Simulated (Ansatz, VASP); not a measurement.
One calculation of Mo, two programs

```
Mo
1.0
     0.00000    1.98267    1.98267
     1.98267    0.00000    1.98267
     1.98267    1.98267    0.00000
Mo
1
Direct
  0.00000 0.00000 0.00000
```

Alike in both runs: task relaxation of cell and atoms; functional PBEsol; k mesh 14 × 14 × 14; occupations fermi-dirac, width 0.1 eV; no spin polarisation.

```csv
,VASP,Ansatz
version,VASP 6.6.1,Ansatz 0.2.0
potentials or method,"VASP PAW PBE potentials, release 64 (Mo_sv), cutoff 600 eV","plane waves (420 eV) with PAW, scalar-relativistic"
valence electrons in the cell,14,14
```

VASP gave:

```
relaxed volume (Å³/atom)                                        : 15.56
relaxed length of the cell vector where the two differ most in proportion (Å) : 2.802
```

Question: What did Ansatz give for the same quantities?

Answer: Relaxed volume (Å³/atom): 15.54; relaxed length of the cell vector where the two differ most in proportion (Å): 2.801.

VASP's potentials were made for PBE, not for PBEsol, and Ansatz warns of the same on its side.
